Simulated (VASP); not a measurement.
# FeP2H4O2 (C2/m) in VASP: single point with PBE

Aim: the single point of FeP2H4O2 with PBE.

All numbers are computed with VASP 6.6.1; they aren't measurements. Logs are shortened: lines on timing, memory, paths and dates and some standing lists are left out, and cuts for length are marked.

### 1 The cell of the first run

It takes space group C2/m (No. 12, monoclinic). The conventional cell has a = 6.873 Å, b = 7.963 Å, c = 3.413 Å, α = 90.00°, β = 98.20°, γ = 90.00°. O (site symmetry 2) has 2 H at 0.86 Å within 1.2 Å. Fe (site symmetry 2/m) has 2 O at 1.93 Å and 4 P at 2.33 to 2.37 Å and 4 H at 2.54 Å within 2.6 Å. H (site symmetry 1) has 1 O at 0.86 Å within 1.2 Å. Within 2.8 Å of P (site symmetry m) lie 2 H at 2.14 Å and 2 Fe at 2.33 to 2.37 Å.

### 2 Single point, PBE

Contents of POSCAR:

```
FeP2H4O2
1.0
    3.4363350000      3.9814080000      0.0000000000
    3.4363350000     -3.9814080000      0.0000000000
    0.4867370000      0.0000000000     -3.3777420000
O Fe H P
2 1 4 2
Direct
    0.2419000000      0.7581000000      0.0000000000
    0.7581000000      0.2419000000      0.0000000000
    0.0000000000      0.0000000000      0.0000000000
    0.3866000000      0.7704000000      0.8558000000
    0.2296000000      0.6134000000      0.1442000000
    0.6134000000      0.2296000000      0.1442000000
    0.7704000000      0.3866000000      0.8558000000
    0.2381000000      0.2381000000      0.4396000000
    0.7619000000      0.7619000000      0.5604000000
```

Contents of INCAR.step1:

```
  PREC = Accurate
  ENCUT = 520
  EDIFF = 1E-7
  ISMEAR = 1
  SIGMA = 0.2804
  LREAL = F
  LASPH = T
  NELM = 100
  ALGO = Normal
  ISIF = 2
  LWAVE = F
  LCHARG = T
  LMAXMIX = 4
  GGA = PE
  NBANDS = 27
```

Contents of KPOINTS.step1:

```
Automatic mesh
0
Gamma
  5 5 7
```

Contents of INCAR.step2:

```
  PREC = Accurate
  ENCUT = 520
  EDIFF = 1E-7
  ISMEAR = -5
  SIGMA = 0.2804
  LREAL = F
  LASPH = T
  NELM = 100
  ALGO = Normal
  ISIF = 2
  LWAVE = F
  LCHARG = F
  LMAXMIX = 4
  GGA = PE
  LORBIT = 11
  NBANDS = 27
  NEDOS = 1001
  ICHARG = 11
```

Contents of KPOINTS.step2:

```
Automatic mesh
0
Gamma
  8 8 11
```

Potentials or basis: VASP PAW PBE potentials, release 64 (O, Fe, H, P).

Launch:

```
$ cat potpaw_PBE.64/O/POTCAR potpaw_PBE.64/Fe/POTCAR potpaw_PBE.64/H/POTCAR potpaw_PBE.64/P/POTCAR > POTCAR
$ cp INCAR.step1 INCAR
$ cp KPOINTS.step1 KPOINTS
$ mpirun -np 1 vasp_std > vasp.out
$ cp INCAR.step2 INCAR
$ cp KPOINTS.step2 KPOINTS
$ mpirun -np 1 vasp_std > vasp.out
```

OUTCAR:

```text
PREC = Accurate
   ENCUT = 520
   EDIFF = 1E-7
   ISMEAR = -5
   LREAL = F
   LASPH = T
   NELM = 100
   ISIF = 2
   GGA = PE
   LORBIT = 11
   ICHARG = 11

 ion  position               nearest neighbor table
   1  0.242  0.758  0.000-   4 0.86   5 0.86   3 1.93
   2  0.758  0.242  0.000-   6 0.86   7 0.86   3 1.93
   3  0.000  0.000  0.000-   1 1.93   2 1.93   9 2.33   8 2.33   9 2.37   8 2.37
   4  0.387  0.770  0.856-   1 0.86
   5  0.230  0.613  0.144-   1 0.86
   6  0.613  0.230  0.144-   2 0.86
   7  0.770  0.387  0.856-   2 0.86
   8  0.238  0.238  0.440-   3 2.33   3 2.37
   9  0.762  0.762  0.560-   3 2.33   3 2.37

  LATTYP: Found a base centered monoclinic cell.
 ALAT       =     6.8726700000
 B/A-ratio  =     1.1586204488
 C/A-ratio  =     0.4965510529
 COS(beta)  =    -0.1426280559

  Lattice vectors:

 A1 = (  -3.4363350000,  -3.9814080000,   0.0000000000)
 A2 = (  -3.4363350000,   3.9814080000,   0.0000000000)
 A3 = (   0.4867370000,   0.0000000000,  -3.3777420000)

Analysis of symmetry for initial positions (statically):
=====================================================================
 Subroutine PRICEL returns:
 Original cell was already a primitive cell.

 Routine SETGRP: Setting up the symmetry group for a
 base centered monoclinic supercell.

 Subroutine GETGRP returns: Found  4 space group operations
 (whereof  4 operations were pure point group operations)
 out of a pool of  4 trial point group operations.

The static configuration has the point symmetry C_2h.

Analysis of symmetry for dynamics (positions and initial velocities):
=====================================================================
 Subroutine PRICEL returns:
 Original cell was already a primitive cell.

 Routine SETGRP: Setting up the symmetry group for a
 base centered monoclinic supercell.

 Subroutine GETGRP returns: Found  4 space group operations
 (whereof  4 operations were pure point group operations)
 out of a pool of  4 trial point group operations.

The dynamic configuration has the point symmetry C_2h.

 Subroutine INISYM returns: Found  4 space group operations
 (whereof  4 operations are pure point group operations),
 and found     1 'primitive' translations

----------------------------------------------------------------------------------------

                                     Primitive cell

  volume of cell :      92.4248

  direct lattice vectors                    reciprocal lattice vectors
     3.436335000  3.981408000  0.000000000     0.145503858  0.125583713  0.020967295
     3.436335000 -3.981408000  0.000000000     0.145503858 -0.125583713  0.020967295
     0.486737000  0.000000000 -3.377742000     0.000000000  0.000000000 -0.296055767

  length of vectors
     5.259278267  5.259278267  3.412631525     0.193344949  0.193344949  0.296055767

  position of ions in fractional coordinates (direct lattice)
     0.241900000  0.758100000  0.000000000
     0.758100000  0.241900000  0.000000000
     0.000000000  0.000000000  0.000000000
     0.386600000  0.770400000  0.855800000
     0.229600000  0.613400000  0.144200000
     0.613400000  0.229600000  0.144200000
     0.770400000  0.386600000  0.855800000
     0.238100000  0.238100000  0.439600000
     0.761900000  0.761900000  0.560400000

  ion indices of the primitive-cell ions
   primitive index   ion index
                 1           1
                 2           2
                 3           3
                 4           4
                 5           5
                 6           6
                 7           7
                 8           8
                 9           9

----------------------------------------------------------------------------------------

 KPOINTS: Automatic mesh

Automatic generation of k-mesh.
 Grid dimensions read from file:
 generate k-points for:    8    8   11

 Generating k-lattice:

  Cartesian coordinates                     Fractional coordinates (reciprocal lattice)
     0.018187982  0.015697964  0.002620912     0.125000000  0.000000000  0.000000000
     0.018187982 -0.015697964  0.002620912     0.000000000  0.125000000  0.000000000
     0.000000000  0.000000000 -0.026914161     0.000000000  0.000000000  0.090909091

  Length of vectors
     0.024168119  0.024168119  0.026914161

  Shift w.r.t. Gamma in fractional coordinates (k-lattice)
     0.000000000  0.000000000  0.000000000

 TETIRR: Found   2098 inequivalent tetrahedra from     4224

 Subroutine IBZKPT returns following result:
 ===========================================

 Found    201 irreducible k-points:

 Following reciprocal coordinates:
            Coordinates               Weight
  0.000000  0.000000  0.000000      1.000000
  0.125000  0.000000  0.000000      4.000000
  0.250000  0.000000  0.000000      4.000000
  0.375000 -0.000000 -0.000000      4.000000
  0.500000  0.000000  0.000000      2.000000
  0.125000  0.125000  0.000000      2.000000
[... 16 lines left out ...]
  0.125000  0.000000  0.090909      4.000000
  0.250000  0.000000  0.090909      4.000000
 [... further k-points ...]
   k-points           NKPTS =    201   k-points in BZ     NKDIM =    201   number of bands    NBANDS=     27
   number of dos      NEDOS =   1001   number of ions     NIONS =      9
   total plane-waves  NPLWV =  44800
   dimension x,y,z NGX =    40 NGY =   40 NGZ =   28
   dimension x,y,z NGXF=    80 NGYF=   80 NGZF=   56
   ions per type =               2   1   4   2
   NGX,Y,Z   is equivalent  to a cutoff of  12.64, 12.64, 13.64 a.u.
   NGXF,Y,Z  is equivalent  to a cutoff of  25.29, 25.29, 27.28 a.u.
 SYSTEM =  unknown system
   PREC   = accura    normal or accurate (medium, high low for compatibility)
   ISTART =      0    job   : 0-new  1-cont  2-samecut
   ICHARG =     11    charge: 1-file 2-atom 10-const
   ISPIN  =      1    spin polarized calculation?
   LNONCOLLINEAR =      F non collinear calculations
   LSORBIT =      F    spin-orbit coupling
   LASPH  =      T    aspherical Exc in radial PAW
   ENCUT  =  520.0 eV  38.22 Ry    6.18 a.u.   9.78  9.78  6.35*2*pi/ulx,y,z
   NELM   =    100;   NELMIN=  2; NELMDL=  0     # of ELM steps
   EDIFF  = 0.1E-06   stopping-criterion for ELM
   LREAL  =      F    real-space projection
   EDIFFG = 0.1E-05   stopping-criterion for IOM
   NSW    =      0    number of steps for IOM
   IBRION =     -1    ionic relax: 0-MD 1-quasi-New 2-CG
   NFREE  =      0    steps in history (QN), initial steepest desc. (CG)
   ISIF   =      2    stress and relaxation
   ISYM   =      2    0-nonsym 1-usesym 2-fastsym
   POTIM  = 0.5000    time-step for ionic-motion
   TEBEG  =    0.0;   TEEND  =   0.0 temperature during run
   PSTRESS=    0.0 pullay stress
   NELECT =      34.0000    total number of electrons
   NUPDOWN=      -1.0000    fix difference up-down
   EMIN   =  10.00;   EMAX   =-10.00  energy-range for DOS
   EFERMI =   0.00;   METHOD = LEGACY
   ISMEAR =    -5;   SIGMA  =   0.28  broadening in eV -4-tet -1-fermi 0-gaus
   EFERMI_NEDOS =   21; number of points for ismear=-14 and -15
   IALGO  =     38    algorithm
   IMIX   =      4    mixing-type and parameters
     AMIX     =   0.40;   BMIX     =  1.00
     AMIX_MAG =   1.60;   BMIX_MAG =  1.00
  volume/ion in A,a.u.               =      10.27        69.30
  Fermi-wavevector in a.u.,A,eV,Ry     =   1.173019  2.216684 18.721246  1.375973
  Thomas-Fermi vector in A             =   2.309438
   LORBIT       =     11    0 simple, 1 ext, 2 COOP (PROOUT), +10 PAW based schemes
   GGA     = PE    functional components
   LHFCALC =     F    Hartree Fock is set to
   AEXX    =    0.0000 exact exchange contribution
   IVDW    =     0    specifies the selected vdW correction
   LEPSILON=     F    determine dielectric tensor
   LRPA    =     F    only Hartree local field effects (RPA)
 non-spin polarized calculation
 Fermi weights with tetrahedron method with Bloechl corrections
  energy-cutoff  :      520.00
  volume of cell :       92.42
 maximum number of plane-waves:      2507

 number of electron      33.9999983 magnetization

 Free energy of the ion-electron system (eV)
  ---------------------------------------------------
  ext. energy  EPLUGINS =         0.00000000
  ---------------------------------------------------
  free energy    TOTEN  =       -42.34394800 eV

  energy without entropy =      -42.34394800  energy(sigma->0) =      -42.34394800

 E-fermi :   3.1939     XC(G=0):  -9.6957

 val. band max:        3.2461997706   @ k =   0.3750  -0.0000   0.2727
 cond. band min:       3.1714518487   @ k =  -0.2500   0.5000   0.3636
 fundamental gap:     -0.0747479219
 Fermi energy:         3.1938742352

 k-point     1 :       0.0000    0.0000    0.0000
  band No.  band energies     occupation
      1     -20.3323      2.00000
      2     -20.1696      2.00000
      3      -7.8951      2.00000
      4      -7.6094      2.00000
      5      -7.3120      2.00000
      6      -5.8213      2.00000
[... 19 lines left out ...]
     26      10.8574      0.00000
     27      12.5776      0.00000

 k-point     2 :       0.1250    0.0000    0.0000
  band No.  band energies     occupation
      1     -20.3259      2.00000
      2     -20.1753      2.00000
      3      -7.9245      2.00000
      4      -7.7151      2.00000
      5      -7.1783      2.00000
      6      -6.0320      2.00000
[... 19 lines left out ...]
     26      10.8536      0.00000
     27      12.6824      0.00000

 k-point     3 :       0.2500    0.0000    0.0000
  band No.  band energies     occupation
      1     -20.3082      2.00000
      2     -20.1912      2.00000
      3      -8.0449      2.00000
      4      -7.7802      2.00000
      5      -7.0010      2.00000
      6      -6.2645      2.00000
[... 19 lines left out ...]
     26      11.2455      0.00000
     27      12.7962      0.00000

 k-point     4 :       0.3750   -0.0000   -0.0000
  band No.  band energies     occupation
      1     -20.2833      2.00000
      2     -20.2148      2.00000
      3      -8.1680      2.00000
      4      -7.7850      2.00000
      5      -6.8948      2.00000
      6      -6.3972      2.00000
[... 19 lines left out ...]
     26      11.8264      0.00000
     27      12.7853      0.00000
[... 516 lines left out ...]
      4      -7.7650      2.00000
      5      -7.0909      2.00000
      6      -5.8413      2.00000
[... 19 lines left out ...]
     26      11.2880      0.00000
     27      12.4219      0.00000

 k-point    23 :       0.1250    0.0000    0.0909
  band No.  band energies     occupation
      1     -20.3201      2.00000
      2     -20.1695      2.00000
      3      -7.9273      2.00000
      4      -7.6210      2.00000
      5      -7.2551      2.00000
      6      -5.8732      2.00000
[... 19 lines left out ...]
     26      11.4361      0.00000
     27      12.4836      0.00000

 k-point    24 :       0.2500    0.0000    0.0909
  band No.  band energies     occupation
      1     -20.3036      2.00000
      2     -20.1846      2.00000
      3      -8.0112      2.00000
      4      -7.6524      2.00000
      5      -7.1860      2.00000
      6      -6.0993      2.00000
[... 19 lines left out ...]
     26      11.5403      0.00000
     27      12.5966      0.00000

 [... further k-points ...]
[... 5 lines left out ...]
  --------------------------------------------------------------------------------------
  -------------------------------------------------------------------------------------
  Total        8.5379013     14.5457700      6.6990788      0.0000000      0.0000000     12.3154974
  in kB      148.0038666    252.1498123    116.1280197      0.0000000      0.0000000    213.4882076
  external PRESSURE =     172.0938996 kB  Pullay stress =       0.0000000 kB

 VOLUME and BASIS-vectors are now :
 -----------------------------------------------------------------------------
  energy-cutoff  :      520.00
  volume of cell :       92.42
      direct lattice vectors                 reciprocal lattice vectors
     3.436335000  3.981408000  0.000000000     0.145503858  0.125583713  0.020967295
     3.436335000 -3.981408000  0.000000000     0.145503858 -0.125583713  0.020967295
     0.486737000  0.000000000 -3.377742000     0.000000000  0.000000000 -0.296055767

 POSITION                                       TOTAL-FORCE (eV/Angst)
 -----------------------------------------------------------------------------------
      3.43634     -2.05520      0.00000         0.000000    -10.299656      0.000000
      3.43634      2.05520      0.00000         0.000000     10.299656      0.000000
      0.00000      0.00000      0.00000         0.000000      0.000000      0.000000
      4.39239     -1.52806     -2.89067         5.561418      5.050162      5.829260
      2.96702     -1.52806     -0.48707        -5.561418      5.050162     -5.829260
      2.96702      1.52806     -0.48707        -5.561418     -5.050162     -5.829260
      4.39239      1.52806     -2.89067         5.561418     -5.050162      5.829260
      1.85035      0.00000     -1.48486        -1.289022      0.000000     -0.779247
      5.50905      0.00000     -1.89289         1.289022      0.000000      0.779247
 -----------------------------------------------------------------------------------
    total drift:                                0.000000     -0.000000     -0.000000

  FREE ENERGIE OF THE ION-ELECTRON SYSTEM (eV)
  ---------------------------------------------------
  free  energy   TOTEN  =       -42.3439480037 eV

  energy  without entropy=      -42.3439480037  energy(sigma->0) =      -42.34394800

 total charge

# of ion       s       p       d       tot
------------------------------------------
    1        1.586   3.862   0.000   5.447
    2        1.586   3.862   0.000   5.447
    3        0.419   0.540   6.322   7.281
    4        0.757   0.266   0.000   1.024
    5        0.757   0.266   0.000   1.024
    6        0.757   0.266   0.000   1.024
    7        0.757   0.266   0.000   1.024
    8        1.103   1.325   0.000   2.427
    9        1.103   1.325   0.000   2.427
--------------------------------------------------
tot          8.825  11.979   6.322  27.125
```

Wall time 7.6 min (1 thread of AMD EPYC 7R43 (Zen 3), shared host); peak memory 0.52 GiB.

What came out:

```yaml
Valence_electrons_inside_the_program's_atomic_spheres: O 5.45; Fe 7.28; H 1.02; P 2.43
```

Levels at points of the mesh, in eV from the Fermi level:
```tsv
k point	band 14	band 15	band 16	band 17	band 18	band 19	band 20	band 21
(0.00, 0.00, 0.00)	-0.97	-0.40	0.16	0.18	0.86	1.20	2.11	3.40
(0.50, 0.00, 0.00)	-1.30	-0.61	-0.40	-0.34	0.20	0.92	2.13	3.40
(0.50, 0.50, 0.00)	-1.74	-0.85	-0.41	0.41	1.19	1.20	1.32	3.23
```

Caveat: so wide a smearing shifts energies and pressures; the run has no spin polarisation, though such a crystal can be magnetic.
